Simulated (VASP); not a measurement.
# Mn3Si (Fm-3m) in VASP: notebook, part 2 of 2

VASP 6.6.1. The steps go on from the part before.

## 3. Single point, BLYP+D3(BJ), collinear spin, ferromagnetic start

This run uses another cell than the first one, of 10.90 Å³/atom.

File INCAR:

```
PREC     = Accurate       # precision mode
ENCUT    = 520            # plane-wave cutoff, eV
EDIFF    = 1E-6           # SCF threshold, eV
ISMEAR   = 1              # smearing method
SIGMA    = 0.02           # smearing width, eV
LREAL    = F              # projectors in reciprocal space
LASPH    = T              # aspherical terms in the spheres
NELM     = 150            # most SCF steps
ALGO     = Normal         # electronic algorithm
ISIF     = 2              # what is computed and relaxed
LWAVE    = F              # write WAVECAR
LCHARG   = F              # write CHGCAR
ISPIN    = 2              # spin polarisation
MAGMOM   = 2.8 2.8 2.8 0  # initial moments
LORBIT   = 11             # projections on sites
LMAXMIX  = 4              # l up to which the mixer works
GGA      = B5             # functional
ALDAX    = 1.0          
AGGAX    = 1.0          
AGGAC    = 1.0          
ALDAC    = 0.0          
IVDW     = 12             # dispersion correction
VDW_S6   = 1.0          
VDW_S8   = 2.6996       
VDW_A1   = 0.4298       
VDW_A2   = 4.2359       
NBANDS   = 34             # bands
```

File KPOINTS:

```
Automatic mesh
0
Gamma
  10 10 10
```

File POSCAR:

```
Mn3Si
1.0
    0.0000000000      2.7939014070      2.7939014070
    2.7939014070      0.0000000000      2.7939014070
    2.7939014070      2.7939014070      0.0000000000
Mn Si
3 1
Direct
    0.5000000000      0.5000000000      0.5000000000
    0.2500000000      0.2500000000      0.2500000000
    0.7500000000      0.7500000000      0.7500000000
    0.0000000000      0.0000000000      0.0000000000
```

Potentials or basis: VASP PAW PBE potentials, release 64 (Mn_pv, Si).

Started as:

```bash
$ cat potpaw_PBE.64/Mn_pv/POTCAR potpaw_PBE.64/Si/POTCAR > POTCAR
$ mpirun -np 1 vasp_std > vasp.out
```

It took 15 min on 1 thread of Intel Xeon Platinum 8488C (Sapphire Rapids), shared host; peak memory 0.26 GiB.

It converged, with:

```
Free energy                                           : -32.5801 eV
Pressure                                              : -2.5 GPa
Net moment                                            : 2.34 μB per cell
Site moments                                          : Mn +1.80, +0.21 (each value once); Si +0.00 μB
Valence electrons inside the program's atomic spheres : Mn 11.97, 12.08 (each value once); Si 1.68
Dispersion energy per atom                            : -0.961 eV
```

Levels at points of the mesh, in eV from the Fermi level:
Spin up:
```tsv
k point	band 21	band 22	band 23	band 24	band 25	band 26
(0.00, 0.00, 0.00)	0.36	0.36	0.36	1.17	1.17	4.31
(0.50, 0.00, 0.00)	-0.79	-0.11	-0.11	0.61	0.61	0.86
(0.50, 0.50, 0.00)	-0.42	-0.42	0.31	0.36	0.82	0.82
```
Spin down:
| k point | band 16 | band 17 | band 18 | band 19 | band 20 | band 21 | band 22 | band 23 | band 24 | band 25 |
| --- | --- | --- | --- | --- | --- | --- | --- | --- | --- | --- |
| (0.00, 0.00, 0.00) | -1.50 | -1.50 | -1.50 | 0.65 | 0.65 | 0.65 | 1.40 | 1.40 | 1.87 | 1.87 |
| (0.50, 0.00, 0.00) | -1.99 | -1.53 | -1.53 | -0.66 | -0.66 | -0.60 | 1.15 | 1.15 | 1.58 | 1.74 |
| (0.50, 0.50, 0.00) | -1.85 | -1.85 | -1.74 | -0.20 | -0.20 | 0.28 | 0.57 | 1.03 | 1.34 | 1.52 |

Caveat: the PAW data sets were made with another functional, which shifts forces and pressure a little.

## 4. Single point, r2SCAN, collinear spin, ferromagnetic start

This run uses another cell than the first one, of 12.16 Å³/atom.

File POSCAR:

```
Mn3Si
1.0
    0.0000000000      2.8968711859      2.8968711859
    2.8968711859      0.0000000000      2.8968711859
    2.8968711859      2.8968711859      0.0000000000
Mn Si
3 1
Direct
    0.5000000000      0.5000000000      0.5000000000
    0.2500000000      0.2500000000      0.2500000000
    0.7500000000      0.7500000000      0.7500000000
    0.0000000000      0.0000000000      0.0000000000
```

File INCAR.step1:

```
SYSTEM = Mn3Si
ALGO = Normal
EDIFF = 1E-4
ENCUT = 520
GGA = PE
ISMEAR = 1
ISPIN = 2
LASPH = .True.
LCHARG = .False.
LMAXMIX = 4
LREAL = .False.
LWAVE = .True.
MAGMOM = 2.8 2.8 2.8 0
NBANDS = 34
NELM = 150
PREC = Accurate
SIGMA = 0.02
```

File INCAR.step2:

```
SYSTEM = Mn3Si
ALGO = Normal
EDIFF = 1E-6
ENCUT = 520
ISIF = 2
ISMEAR = 1
ISPIN = 2
ISTART = 1
LASPH = .True.
LCHARG = .False.
LMAXMIX = 4
LMIXTAU = .True.
LORBIT = 11
LREAL = .False.
LWAVE = .False.
MAGMOM = 2.8 2.8 2.8 0
METAGGA = R2SCAN
NBANDS = 34
NELM = 150
PREC = Accurate
SIGMA = 0.02
```

File KPOINTS:

```
k-points
0
Gamma
  10 10 10
  0 0 0
```

Potentials or basis: VASP PAW PBE potentials, release 64 (Mn_pv, Si).

Started as:

```bash
$ cat potpaw_PBE.64/Mn_pv/POTCAR potpaw_PBE.64/Si/POTCAR > POTCAR
$ cp INCAR.step1 INCAR
$ mpirun -np 1 vasp_std > vasp.out
$ cp INCAR.step2 INCAR
$ mpirun -np 1 vasp_std > vasp.out
```

OUTCAR:

```text
SYSTEM = Mn3Si
   EDIFF = 1E-6
   ENCUT = 520
   ISIF = 2
   ISMEAR = 1
   ISPIN = 2
   ISTART = 1
   LASPH = .True.
   LORBIT = 11
   LREAL = .False.
   METAGGA = R2SCAN
   NELM = 150
   PREC = Accurate

 ion  position               nearest neighbor table
   1  0.500  0.500  0.500-   2 2.51   2 2.51   2 2.51   2 2.51   3 2.51   3 2.51   3 2.51   3 2.51
                             4 2.90   4 2.90   4 2.90   4 2.90   4 2.90   4 2.90
   2  0.250  0.250  0.250-   4 2.51   4 2.51   4 2.51   1 2.51   4 2.51   1 2.51   1 2.51   1 2.51
                             3 2.90   3 2.90   3 2.90   3 2.90   3 2.90   3 2.90
   3  0.750  0.750  0.750-   1 2.51   1 2.51   1 2.51   1 2.51   4 2.51   4 2.51   4 2.51   4 2.51
                             2 2.90   2 2.90   2 2.90   2 2.90   2 2.90   2 2.90
   4  0.000  0.000  0.000-   3 2.51   3 2.51   3 2.51   2 2.51   3 2.51   2 2.51   2 2.51   2 2.51
                             1 2.90   1 2.90   1 2.90   1 2.90   1 2.90   1 2.90

  LATTYP: Found a face centered cubic cell.
 ALAT       =     5.7937423718

  Lattice vectors:
[... 1943 lines left out ...]

  FORCE on cell =-STRESS in cart. coord.  units (eV):
  Direction    XX          YY          ZZ          XY          YZ          ZX
  --------------------------------------------------------------------------------------
  -------------------------------------------------------------------------------------
  Total       -7.2069924     -7.2069924     -7.2069924      0.0000000      0.0000000      0.0000000
  in kB     -237.4909694   -237.4909694   -237.4909694      0.0000000      0.0000000      0.0000000
  external PRESSURE =    -237.4909694 kB  Pullay stress =       0.0000000 kB

 VOLUME and BASIS-vectors are now :
 -----------------------------------------------------------------------------
  energy-cutoff  :      520.00
  volume of cell :       48.62
      direct lattice vectors                 reciprocal lattice vectors
     0.000000000  2.896871186  2.896871186    -0.172600011  0.172600011  0.172600011
     2.896871186  0.000000000  2.896871186     0.172600011 -0.172600011  0.172600011
     2.896871186  2.896871186  0.000000000     0.172600011  0.172600011 -0.172600011

 POSITION                                       TOTAL-FORCE (eV/Angst)
 -----------------------------------------------------------------------------------
      2.89687      2.89687      2.89687        -0.000000      0.000000      0.000000
      1.44844      1.44844      1.44844         0.000000      0.000000      0.000000
      4.34531      4.34531      4.34531        -0.000000     -0.000000     -0.000000
      0.00000      0.00000      0.00000        -0.000000     -0.000000      0.000000
 -----------------------------------------------------------------------------------
    total drift:                                0.000000     -0.000000      0.000000

  FREE ENERGIE OF THE ION-ELECTRON SYSTEM (eV)
  ---------------------------------------------------
  free  energy   TOTEN  =       -53.1598683363 eV

  energy  without entropy=      -53.1597248579  energy(sigma->0) =      -53.15982051

 total charge

# of ion       s       p       d       tot
------------------------------------------
    1        0.380   6.329   5.047  11.756
    2        0.347   6.337   5.170  11.854
    3        0.347   6.337   5.170  11.854
    4        0.702   0.877   0.000   1.579
--------------------------------------------------
tot          1.777  19.880  15.387  37.044

 magnetization (x)

# of ion       s       p       d       tot
------------------------------------------
    1        0.008   0.010   2.216   2.234
    2       -0.006  -0.013   0.360   0.340
    3       -0.006  -0.013   0.360   0.340
    4        0.012  -0.019   0.000  -0.008
--------------------------------------------------
tot          0.007  -0.035   2.936   2.908
```

OUTCAR.step1:

```text
SYSTEM = Mn3Si
   EDIFF = 1E-4
   ENCUT = 520
   GGA = PE
   ISMEAR = 1
[... 1983 lines left out ...]
      2.89687      2.89687      2.89687        -0.000000      0.000000     -0.000000
      1.44844      1.44844      1.44844         0.000000      0.000000      0.000000
      4.34531      4.34531      4.34531        -0.000000     -0.000000     -0.000000
      0.00000      0.00000      0.00000        -0.000000      0.000000     -0.000000
 -----------------------------------------------------------------------------------
    total drift:                                0.000000     -0.000000      0.000000

  FREE ENERGIE OF THE ION-ELECTRON SYSTEM (eV)
  ---------------------------------------------------
  free  energy   TOTEN  =       -33.3645361700 eV

  energy  without entropy=      -33.3643850456  energy(sigma->0) =      -33.36448580
```

Wall time 10 min (1 thread of Intel Xeon Platinum 8488C (Sapphire Rapids), shared host); peak memory 0.27 GiB.

Results:

```
Free energy                                           : -53.1599 eV
Pressure                                              : -23.7 GPa
Net moment                                            : 2.89 μB per cell
Site moments                                          : Mn +2.23, +0.34 (each value once); Si -0.01 μB
Valence electrons inside the program's atomic spheres : Mn 11.76, 11.85 (each value once); Si 1.58
```

Caveat: the cell stands under tension; the PAW data sets were made with another functional, which shifts forces and pressure a little.

## 5. Overview

| level | cell | gap on the mesh (eV) | pressure (GPa) | moment (μB) |
| --- | --- | --- | --- | --- |
| PBEsol+D3(BJ) | a = 3.902 Å, angles 60.0°, 4 atoms | none | 0.3 | 1.15 |
| BLYP+D3(BJ) | a = 3.951 Å, angles 60.0°, 4 atoms | none | -2.5 | 2.34 |
| r2SCAN | a = 4.097 Å, angles 60.0°, 4 atoms | none | -23.7 | 2.89 |

Alike in all rows: task single point; potentials or basis VASP PAW PBE potentials, release 64 (Mn_pv, Si); spin collinear, ferromagnetic start; k mesh 10 × 10 × 10; cutoff (eV) 520; smearing methfessel-paxton 0.02 eV.

Caveats: the PAW data sets were made with another functional, which shifts forces and pressure a little; the cell stands under tension (at least some runs).

Total energies depend on the potentials used, so only differences within one code and one set of settings carry meaning.
